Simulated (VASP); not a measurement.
A run of VASP 6.6.1 is set up as follows.

INCAR

```
  PREC = Accurate
  ENCUT = 500
  EDIFF = 1E-6
  ISMEAR = -1
  SIGMA = 0.05
  LREAL = F
  LASPH = T
  NELM = 120
  ALGO = Normal
  ISIF = 2
  LWAVE = F
  LCHARG = F
  GGA = PS
  NBANDS = 18
  GGA_COMPAT = F
```

The input KPOINTS:

```
regular mesh
0
Gamma
  6 6 6
```

Contents of POSCAR:

```
Ta
1.0
    3.2786455961      0.0000000000      0.0000000000
    0.0000000000      3.2786455961      0.0000000000
    0.0000000000      0.0000000000      3.2786455961
Ta
2
Direct
    0.0000000000      0.0000000000      0.0000000000
    0.5000000000      0.5000000000      0.5000000000
```

Potentials or basis: VASP PAW PBE potentials, release 64 (Ta_pv).

Launch:

```console
$ cat potpaw_PBE.64/Ta_pv/POTCAR > POTCAR
$ mpirun -np 1 vasp_std > vasp.out
```

Question: Estimate the band gap on the k mesh.

Answer: Zero (band 11 reaches 7.21 eV, above the bottom of band 12 at 4.26 eV).

Question: Predict the pressure.

Answer: 0.2 GPa.

Caveat: the PAW data sets were made with another functional, which shifts forces and pressure a little; spin-orbit coupling is left out, which moves the levels of the heavy elements.
